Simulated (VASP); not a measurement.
Input of a VASP 6.6.1 run:

The input INCAR:

```
SYSTEM = Cu
PREC = Accurate ; ENCUT = 600
EDIFF = 1E-6 ; ISMEAR = 0
SIGMA = 0.1 ; LREAL = .FALSE.
LASPH = .TRUE. ; NELM = 120
ALGO = Normal ; ISIF = 2
LWAVE = .FALSE. ; LCHARG = .FALSE.
GGA = CA ; NBANDS = 18
GGA_COMPAT = .FALSE.
```

The input KPOINTS:

```
Automatic mesh
0
G
  9 9 9
  0 0 0
```

The input POSCAR:

```
Cu
1.0
    0.0000000000      2.5737272265      2.5737272265
    2.5737272265      0.0000000000      2.5737272265
    2.5737272265      2.5737272265      0.0000000000
Cu
2
Direct
    0.0000000000      0.0000000000      0.0000000000
    0.2500000000      0.2500000000      0.2500000000
```

Potentials or basis: VASP PAW LDA potentials, release 64 (Cu).

Command:

```console
$ cat potpaw_LDA.64/Cu/POTCAR > POTCAR
$ mpirun -np 1 vasp_std > vasp.out
```

Estimate the band gap on the k mesh.

zero (band 11 reaches 3.87 eV, above the bottom of band 12 at 3.16 eV).

Predict the pressure.

0.3 GPa.
